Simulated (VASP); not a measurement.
A run of VASP 6.6.1:

Contents of INCAR:

```
SYSTEM = Ge
  PREC = Accurate
  ENCUT = 520
  EDIFF = 1E-7
  ISMEAR = 0
  SIGMA = 0.1
  LREAL = .FALSE.
  LASPH = .TRUE.
  NELM = 100
  ALGO = Normal
  ISIF = 2
  LWAVE = .FALSE.
  LCHARG = .TRUE.
  GGA = PE
  LELF = .TRUE.
  LVHAR = .TRUE.
  NBANDS = 21
```

File KPOINTS:

```
Automatic mesh
0
G
  6 6 4
  0 0 0
```

POSCAR

```
Ge
1.0
    3.2836711800      0.0000000000      0.0000000000
    0.0000000000      3.2836711800      0.0000000000
    0.0000000000      0.0000000000      4.3522751100
Ge
2
Direct
    0.0000000000      0.5000000000      0.7434377600
    0.5000000000      0.0000000000      0.2565622400
```

Potentials or basis: VASP PAW PBE potentials, release 64 (Ge_d).

Launch:

```bash
$ cat potpaw_PBE.64/Ge_d/POTCAR > POTCAR
$ mpirun -np 1 vasp_std > vasp.out
```

Hardware: 1 thread of Intel(R) Xeon(R) 6975P-C (Granite Rapids), with other jobs on the host.

Question: Estimate the wall time of this run.

Answer: Wall time 6.9 s on 1 thread of Intel(R) Xeon(R) 6975P-C (Granite Rapids), on a shared host, peak memory 0.15 GiB. Counts: scf iterations 12, k points 30.
